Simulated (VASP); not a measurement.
# Ni (Fm-3m) in VASP: notebook, part 2 of 2

VASP 6.6.1. Earlier steps stand in the parts before.

## 3. Single point, r2SCAN

This run uses another cell than the first one, of 10.52 Å³/atom, 0.966 times its volume.

File POSCAR:

```
Ni
1.0
    0.0000000000      1.7392116818      1.7392116818
    1.7392116818      0.0000000000      1.7392116818
    1.7392116818      1.7392116818      0.0000000000
Ni
1
Direct
    0.0000000000      0.0000000000      0.0000000000
```

File INCAR.step1:

```
SYSTEM = Ni
ALGO = Normal
EDIFF = 1E-4
ENCUT = 520
GGA = PE
ISMEAR = 0
LASPH = .TRUE.
LCHARG = .FALSE.
LREAL = .FALSE.
LWAVE = .TRUE.
NBANDS = 11
NELM = 80
PREC = Accurate
SIGMA = 0.05
```

File INCAR.step2:

```
SYSTEM = Ni
ALGO = Normal
EDIFF = 1E-6
ENCUT = 520
ISIF = 2
ISMEAR = 0
ISTART = 1
LASPH = .TRUE.
LCHARG = .FALSE.
LMIXTAU = .TRUE.
LREAL = .FALSE.
LWAVE = .FALSE.
METAGGA = R2SCAN
NBANDS = 11
NELM = 80
PREC = Accurate
SIGMA = 0.05
```

File KPOINTS:

```
k-points
0
G
  22 22 22
  0 0 0
```

Potentials or basis: VASP PAW PBE potentials, release 64 (Ni).

Launch:

```sh
> cat potpaw_PBE.64/Ni/POTCAR > POTCAR
> cp INCAR.step1 INCAR
> mpirun -np 1 vasp_std > vasp.out
> cp INCAR.step2 INCAR
> mpirun -np 1 vasp_std > vasp.out
```

OUTCAR:

```text
SYSTEM = Ni
   EDIFF = 1E-6
   ENCUT = 520
   ISIF = 2
   ISMEAR = 0
   ISTART = 1
   LASPH = .TRUE.
   LREAL = .FALSE.
   METAGGA = R2SCAN
   NELM = 80
   PREC = Accurate

 ion  position               nearest neighbor table
   1  0.000  0.000  0.000-

  LATTYP: Found a face centered cubic cell.
 ALAT       =     3.4784233636

  Lattice vectors:

 A1 = (   0.0000000000,   1.7392116818,   1.7392116818)
 A2 = (   1.7392116818,   0.0000000000,   1.7392116818)
 A3 = (   1.7392116818,   1.7392116818,   0.0000000000)

Analysis of symmetry for initial positions (statically):
=====================================================================
 Subroutine PRICEL returns:
 Original cell was already a primitive cell.

 Routine SETGRP: Setting up the symmetry group for a
 face centered cubic supercell.

 Subroutine GETGRP returns: Found 48 space group operations
 (whereof 48 operations were pure point group operations)
 out of a pool of 48 trial point group operations.

The static configuration has the point symmetry O_h .

Analysis of symmetry for dynamics (positions and initial velocities):
=====================================================================
 Subroutine PRICEL returns:
 Original cell was already a primitive cell.

 Routine SETGRP: Setting up the symmetry group for a
 face centered cubic supercell.

 Subroutine GETGRP returns: Found 48 space group operations
 (whereof 48 operations were pure point group operations)
 out of a pool of 48 trial point group operations.

The dynamic configuration has the point symmetry O_h .

 Subroutine INISYM returns: Found 48 space group operations
 (whereof 48 operations are pure point group operations),
 and found     1 'primitive' translations

----------------------------------------------------------------------------------------

[... 108 lines left out ...]
   IMIX   =      4    mixing-type and parameters
     AMIX     =   0.40;   BMIX     =  1.00
     AMIX_MAG =   1.60;   BMIX_MAG =  1.00
  volume/ion in A,a.u.               =      10.52        71.00
  Fermi-wavevector in a.u.,A,eV,Ry     =   1.609579  3.041664 35.249234  2.590746
  Thomas-Fermi vector in A             =   2.705267
   LORBIT       =      0    0 simple, 1 ext, 2 COOP (PROOUT), +10 PAW based schemes
   METAGGA = R2SCAN    functional components
   LHFCALC =     F    Hartree Fock is set to
   AEXX    =    0.0000 exact exchange contribution
   IVDW    =     0    specifies the selected vdW correction
   LEPSILON=     F    determine dielectric tensor
   LRPA    =     F    only Hartree local field effects (RPA)
 non-spin polarized calculation
 Gauss-broadening in eV      SIGMA  =   0.05
  energy-cutoff  :      520.00
  volume of cell :       10.52
 maximum number of plane-waves:       296
   NGX =  9   NGY =  9   NGZ =  9

 number of electron      10.0000000 magnetization

 Free energy of the ion-electron system (eV)
  ---------------------------------------------------
  ext. energy  EPLUGINS =         0.00000000
  ---------------------------------------------------
  free energy    TOTEN  =       -11.82584840 eV

  energy without entropy =      -11.82046654  energy(sigma->0) =      -11.82315747

 E-fermi :   9.4228     XC(G=0): -14.5843

 val. band max:        9.4227317364   @ k =  -0.4091   0.3636   0.0000
 cond. band min:       9.4257189862   @ k =  -0.3636   0.0455   0.0000
 fundamental gap:      0.0029872498
 Fermi energy:         9.4228096161

 k-point     1 :       0.0000    0.0000    0.0000
  band No.  band energies     occupation
      1       0.0517      2.00000
      2       7.4805      2.00000
      3       7.4805      2.00000
      4       7.4805      2.00000
      5       8.5688      2.00000
      6       8.5688      2.00000
      7      34.5068      0.00000
      8      39.0949      0.00000
      9      39.0949      0.00000
     10      39.0951      0.00000
     11      41.9570      0.00000
[... 309 lines left out ...]
 k-point    24 :      -0.4545    0.0455    0.0000
  band No.  band energies     occupation
      1       4.7489      2.00000
      2       7.3442      2.00000
      3       7.4136      2.00000
      4       8.6345      2.00000
      5       9.3714      1.85378
      6       9.9578      0.00000
      7      16.3080      0.00000
      8      32.5431      0.00000
      9      35.1632      0.00000
     10      35.8562      0.00000
     11      39.3112      0.00000

 [... further k-points ...]
[... 5 lines left out ...]
  --------------------------------------------------------------------------------------
  -------------------------------------------------------------------------------------
  Total       -0.1508254     -0.1508254     -0.1508254      0.0000000      0.0000000      0.0000000
  in kB      -22.9666487    -22.9666487    -22.9666487      0.0000000      0.0000000      0.0000000
  external PRESSURE =     -22.9666487 kB  Pullay stress =       0.0000000 kB

 VOLUME and BASIS-vectors are now :
 -----------------------------------------------------------------------------
  energy-cutoff  :      520.00
  volume of cell :       10.52
      direct lattice vectors                 reciprocal lattice vectors
     0.000000000  1.739211682  1.739211682    -0.287486569  0.287486569  0.287486569
     1.739211682  0.000000000  1.739211682     0.287486569 -0.287486569  0.287486569
     1.739211682  1.739211682  0.000000000     0.287486569  0.287486569 -0.287486569

 POSITION                                       TOTAL-FORCE (eV/Angst)
 -----------------------------------------------------------------------------------
      0.00000      0.00000      0.00000        -0.000000      0.000000      0.000000
 -----------------------------------------------------------------------------------
    total drift:                                0.000000     -0.000000      0.000000

  FREE ENERGIE OF THE ION-ELECTRON SYSTEM (eV)
  ---------------------------------------------------
  free  energy   TOTEN  =       -11.8258483976 eV

  energy  without entropy=      -11.8204665353  energy(sigma->0) =      -11.82315747
```

OUTCAR.step1:

```text
SYSTEM = Ni
   EDIFF = 1E-4
   ENCUT = 520
   GGA = PE
   ISMEAR = 0
   LASPH = .TRUE.
[... 553 lines left out ...]
 -----------------------------------------------------------------------------------
      0.00000      0.00000      0.00000         0.000000      0.000000     -0.000000
 -----------------------------------------------------------------------------------
    total drift:                                0.000000     -0.000000     -0.000000

  FREE ENERGIE OF THE ION-ELECTRON SYSTEM (eV)
  ---------------------------------------------------
  free  energy   TOTEN  =        -5.4084582013 eV

  energy  without entropy=       -5.4026745816  energy(sigma->0) =       -5.40556639
```

OSZICAR.step1:

```text
N       E                     dE             d eps       ncg     rms          rms(c)
DAV:   1     0.285029525009E+02    0.28503E+02   -0.49587E+03  7468   0.125E+03
DAV:   2    -0.554283950072E+01   -0.34046E+02   -0.32218E+02  7492   0.172E+02
DAV:   3    -0.644887217880E+01   -0.90603E+00   -0.89931E+00  8118   0.327E+01
DAV:   4    -0.645634214284E+01   -0.74700E-02   -0.74666E-02  8099   0.266E+00
DAV:   5    -0.645649922841E+01   -0.15709E-03   -0.15708E-03  8078   0.360E-01    0.100E+01
DAV:   6    -0.573575232828E+01    0.72075E+00   -0.14661E+01  8748   0.538E+01    0.565E+00
DAV:   7    -0.542880409136E+01    0.30695E+00   -0.25275E+00  8674   0.207E+01    0.183E+00
DAV:   8    -0.541024789156E+01    0.18556E-01   -0.30583E-02 10252   0.177E+00    0.496E-01
DAV:   9    -0.540844215335E+01    0.18057E-02   -0.19481E-03 10550   0.303E-01    0.714E-02
DAV:  10    -0.540845820129E+01   -0.16048E-04   -0.17635E-05  4256   0.443E-02
   1 F= -.54084582E+01 E0= -.54055664E+01  d E =-.578362E-02
```

It took 52 s on 1 thread of Intel Xeon 6975P-C (Granite Rapids), shared host; peak memory 0.15 GiB.

Results:

```
Free energy            : -11.8258 eV
Pressure               : -2.3 GPa
Band gap on the k mesh : zero (band 5 reaches 9.65 eV, above the bottom of band 6 at 8.52 eV)
```

Caveat: the PAW data sets were made with another functional, which shifts forces and pressure a little; the run has no spin polarisation, though such a crystal can be magnetic. Spin polarisation is off, so any magnetic state and its effect on volume and gap are missing.

## 4. Single point, r2SCAN, collinear spin, ferromagnetic start (volume scaled by 0.960)

File POSCAR:

```
Ni
1.0
    0.0000000000      1.7157059398      1.7157059398
    1.7157059398      0.0000000000      1.7157059398
    1.7157059398      1.7157059398      0.0000000000
Ni
1
Direct
    0.0000000000      0.0000000000      0.0000000000
```

File INCAR.step1:

```
PREC = Accurate
ENCUT = 520
ISMEAR = 0
SIGMA = 0.05
LREAL = F
LASPH = T
NELM = 150
ISPIN = 2
MAGMOM = 0.88
LMAXMIX = 4
NBANDS = 15
GGA = PE
ALGO = Normal
EDIFF = 1E-4
LWAVE = T
LCHARG = F
```

File INCAR.step2:

```
PREC = Accurate
ENCUT = 520
EDIFF = 1E-7
ISMEAR = 0
SIGMA = 0.05
LREAL = F
LASPH = T
NELM = 150
ALGO = Normal
ISIF = 2
LWAVE = F
LCHARG = T
ISPIN = 2
MAGMOM = 0.88
LORBIT = 11
LMAXMIX = 4
METAGGA = R2SCAN
LMIXTAU = T
LELF = T
LVHAR = T
NBANDS = 15
ISTART = 1
```

File KPOINTS:

```
regular mesh
0
Gamma
  22 22 22
```

Launch:

```sh
> cat potpaw_PBE.64/Ni/POTCAR > POTCAR
> cp INCAR.step1 INCAR
> mpirun -np 1 vasp_std > vasp.out
> cp INCAR.step2 INCAR
> mpirun -np 1 vasp_std > vasp.out
```

Run time: 2.8 min. Hardware: 1 thread of Intel Xeon 6975P-C (Granite Rapids), shared host; peak memory 0.18 GiB.

It converged, with:

* Free energy: -11.9309 eV
* Pressure: 9.8 GPa
* Net moment: 0.69 μB per cell
* Site moments: Ni +0.71 μB
* Valence electrons inside the program's atomic spheres: Ni 9.49

Levels at points of the mesh, in eV from the Fermi level:
Spin up:
| k point | band 3 | band 4 | band 5 | band 6 | band 7 | band 8 |
| --- | --- | --- | --- | --- | --- | --- |
| (0.00, 0.00, 0.00) | -3.12 | -3.12 | -1.71 | -1.71 | 25.18 | 29.94 |
| (0.50, 0.00, 0.00) | -3.06 | -1.02 | -1.02 | -0.56 | 6.21 | 23.58 |
| (0.50, 0.50, 0.00) | -0.92 | -0.92 | -0.92 | 2.53 | 10.03 | 16.14 |
Spin down:
```tsv
k point	band 1	band 2	band 3	band 4	band 5	band 6	band 7	band 8
(0.00, 0.00, 0.00)	-10.20	-1.85	-1.85	-1.85	-0.98	-0.98	24.94	30.04
(0.50, 0.00, 0.00)	-5.07	-2.18	-2.18	-0.77	0.17	0.17	6.89	23.48
(0.50, 0.50, 0.00)	-5.14	-4.13	-0.15	0.55	0.55	2.29	10.37	16.20
```

Caveat: the cell differs from its parent crystal (volume scaled by 0.960); the PAW data sets were made with another functional, which shifts forces and pressure a little.

## 5. Single point, r2SCAN, collinear spin, ferromagnetic start (volume scaled by 0.980)

File POSCAR:

```
Ni
1.0
    0.0000000000      1.7275387685      1.7275387685
    1.7275387685      0.0000000000      1.7275387685
    1.7275387685      1.7275387685      0.0000000000
Ni
1
Direct
    0.0000000000      0.0000000000      0.0000000000
```

File INCAR.step1:

```
PREC = Accurate
ENCUT = 520
ISMEAR = 0
SIGMA = 0.05
LREAL = False
LASPH = True
NELM = 150
ISPIN = 2
MAGMOM = 0.9
LMAXMIX = 4
NBANDS = 15
GGA = PE
ALGO = Normal
EDIFF = 1E-4
LWAVE = True
LCHARG = False
```

File INCAR.step2:

```
PREC = Accurate
ENCUT = 520
EDIFF = 1E-6
ISMEAR = 0
SIGMA = 0.05
LREAL = False
LASPH = True
NELM = 150
ALGO = Normal
ISIF = 2
LWAVE = False
LCHARG = False
ISPIN = 2
MAGMOM = 0.9
LORBIT = 11
LMAXMIX = 4
METAGGA = R2SCAN
LMIXTAU = True
NBANDS = 15
ISTART = 1
```

File KPOINTS:

```
Automatic mesh
0
Gamma
  22 22 22
```

Potentials or basis: VASP PAW PBE potentials, release 64 (Ni).

Launch:

```sh
> cat potpaw_PBE.64/Ni/POTCAR > POTCAR
> cp INCAR.step1 INCAR
> mpirun -np 1 vasp_std > vasp.out
> cp INCAR.step2 INCAR
> mpirun -np 1 vasp_std > vasp.out
```

OUTCAR:

```text
PREC = Accurate
   ENCUT = 520
   EDIFF = 1E-6
   ISMEAR = 0
   LREAL = False
   LASPH = True
   NELM = 150
   ISIF = 2
   ISPIN = 2
   LORBIT = 11
   METAGGA = R2SCAN
   ISTART = 1

 ion  position               nearest neighbor table
   1  0.000  0.000  0.000-

  LATTYP: Found a face centered cubic cell.
 ALAT       =     3.4550775370

  Lattice vectors:

 A1 = (   0.0000000000,   1.7275387685,   1.7275387685)
 A2 = (   1.7275387685,   0.0000000000,   1.7275387685)
[... 1072 lines left out ...]
  -------------------------------------------------------------------------------------
  Total        0.3122505      0.3122505      0.3122505      0.0000000     -0.0000000     -0.0000000
  in kB       48.5177088     48.5177088     48.5177088      0.0000000     -0.0000000     -0.0000000
  external PRESSURE =      48.5177088 kB  Pullay stress =       0.0000000 kB

 VOLUME and BASIS-vectors are now :
 -----------------------------------------------------------------------------
  energy-cutoff  :      520.00
  volume of cell :       10.31
      direct lattice vectors                 reciprocal lattice vectors
     0.000000000  1.727538769  1.727538769    -0.289429105  0.289429105  0.289429105
     1.727538769  0.000000000  1.727538769     0.289429105 -0.289429105  0.289429105
     1.727538769  1.727538769  0.000000000     0.289429105  0.289429105 -0.289429105

 POSITION                                       TOTAL-FORCE (eV/Angst)
 -----------------------------------------------------------------------------------
      0.00000      0.00000      0.00000         0.000000      0.000000      0.000000
 -----------------------------------------------------------------------------------
    total drift:                                0.000000     -0.000000     -0.000000

  FREE ENERGIE OF THE ION-ELECTRON SYSTEM (eV)
  ---------------------------------------------------
  free  energy   TOTEN  =       -11.9403484181 eV

  energy  without entropy=      -11.9386137034  energy(sigma->0) =      -11.93948106

 total charge

# of ion       s       p       d       tot
------------------------------------------
    1        0.537   0.569   8.340   9.447

 magnetization (x)

# of ion       s       p       d       tot
------------------------------------------
    1       -0.010  -0.042   0.776   0.724
```

OUTCAR.step1:

```text
PREC = Accurate
   ENCUT = 520
   ISMEAR = 0
   LREAL = False
   LASPH = True
   NELM = 150
[... 1101 lines left out ...]

 POSITION                                       TOTAL-FORCE (eV/Angst)
 -----------------------------------------------------------------------------------
      0.00000      0.00000      0.00000         0.000000      0.000000     -0.000000
 -----------------------------------------------------------------------------------
    total drift:                                0.000000     -0.000000     -0.000000

  FREE ENERGIE OF THE ION-ELECTRON SYSTEM (eV)
  ---------------------------------------------------
  free  energy   TOTEN  =        -5.4507956217 eV

  energy  without entropy=       -5.4490752240  energy(sigma->0) =       -5.44993542
```

OSZICAR.step1:

```text
N       E                     dE             d eps       ncg     rms          rms(c)
DAV:   1     0.329536812704E+02    0.32954E+02   -0.42135E+03 20946   0.871E+02
DAV:   2    -0.508484086693E+01   -0.38039E+02   -0.35300E+02 22340   0.164E+02
DAV:   3    -0.646793284888E+01   -0.13831E+01   -0.13698E+01 24013   0.306E+01
DAV:   4    -0.647555663176E+01   -0.76238E-02   -0.76228E-02 24397   0.217E+00
DAV:   5    -0.647563566851E+01   -0.79037E-04   -0.79035E-04 24475   0.197E-01    0.104E+01
DAV:   6    -0.573670458004E+01    0.73893E+00   -0.12318E+01 28599   0.392E+01    0.547E+00
DAV:   7    -0.546999321867E+01    0.26671E+00   -0.19407E+00 25632   0.140E+01    0.214E+00
DAV:   8    -0.545339945255E+01    0.16594E-01   -0.24255E-02 26169   0.111E+00    0.971E-01
DAV:   9    -0.545118050839E+01    0.22189E-02   -0.18857E-03 31864   0.268E-01    0.250E-01
DAV:  10    -0.545082065592E+01    0.35985E-03   -0.29185E-04 22454   0.917E-02    0.489E-02
DAV:  11    -0.545079562174E+01    0.25034E-04   -0.53287E-05 19906   0.480E-02
   1 F= -.54507956E+01 E0= -.54499354E+01  d E =-.172040E-02  mag=     0.6392
```

Run time: 2.4 min. Hardware: 1 thread of Intel Xeon 6975P-C (Granite Rapids), shared host; peak memory 0.18 GiB.

Results:

```
Free energy                                           : -11.9403 eV
Pressure                                              : 4.9 GPa
Net moment                                            : 0.71 μB per cell
Site moments                                          : Ni +0.72 μB
Valence electrons inside the program's atomic spheres : Ni 9.45
```

Caveat: the cell differs from its parent crystal (volume scaled by 0.980); the PAW data sets were made with another functional, which shifts forces and pressure a little.

## 6. Overview

| level | spin | cell | k mesh | gap on the mesh (eV) | pressure (GPa) | moment (μB) |
| --- | --- | --- | --- | --- | --- | --- |
| PBE | collinear, ferromagnetic start | a = 2.488 Å, angles 60.0°, 1 atom | 10 × 10 × 10 | none | 0.4 | 0.73 |
| r2SCAN | off | a = 2.460 Å, angles 60.0°, 1 atom | 22 × 22 × 22 | none | -2.3 | - |
| r2SCAN | collinear, ferromagnetic start | a = 2.426 Å, angles 60.0°, 1 atom | 22 × 22 × 22 | none | 9.8 | 0.69 |
| r2SCAN | collinear, ferromagnetic start | a = 2.443 Å, angles 60.0°, 1 atom | 22 × 22 × 22 | none | 4.9 | 0.71 |

Alike in all rows: task single point; potentials or basis VASP PAW PBE potentials, release 64 (Ni); cutoff (eV) 520; smearing gaussian 0.05 eV.

Caveats: the PAW data sets were made with another functional, which shifts forces and pressure a little (some runs).

Absolute energies hang on the potentials; compare differences alone.
